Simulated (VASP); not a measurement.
Here is a VASP 6.6.1 calculation.

Contents of INCAR:

```
SYSTEM = Li2S
PREC     = Accurate       ! precision mode
ENCUT    = 750            ! plane-wave cutoff, eV
EDIFF    = 1E-6           ! SCF threshold, eV
ISMEAR   = 0              ! smearing method
SIGMA    = 0.01           ! smearing width, eV
LREAL    = .False.        ! projectors in reciprocal space
LASPH    = .True.         ! aspherical terms in the spheres
NELM     = 120            ! most SCF steps
ALGO     = Normal         ! electronic algorithm
ISIF     = 2              ! what is computed and relaxed
LWAVE    = .False.        ! write WAVECAR
LCHARG   = .False.        ! write CHGCAR
GGA      = PE             ! functional
NBANDS   = 13             ! bands
GGA_COMPAT= .False.
```

File KPOINTS:

```
Automatic mesh
0
Gamma
  4 4 4
  0 0 0
```

Contents of POSCAR:

```
Li2S
1.0
    0.0000000000      2.8445000000      2.8445000000
    2.8445000000      0.0000000000      2.8445000000
    2.8445000000      2.8445000000      0.0000000000
S Li
1 2
Direct
    0.0000000000      0.0000000000      0.0000000000
    0.7500000000      0.7500000000      0.7500000000
    0.2500000000      0.2500000000      0.2500000000
```

Potentials or basis: VASP PAW PBE potentials, release 64 (S, Li_sv).

Command:

```bash
$ cat potpaw_PBE.64/S/POTCAR potpaw_PBE.64/Li_sv/POTCAR > POTCAR
$ mpirun -np 1 vasp_std > vasp.out
```

Q: What does it give for the band gap on the k mesh?

A: 3.38 eV, indirect (least direct gap 4.29 eV).

Q: What does it give for the pressure?

A: 0.3 GPa.

Caveat: the k points lie up to 0.48 Å⁻¹ apart. A k mesh can miss the band edges.
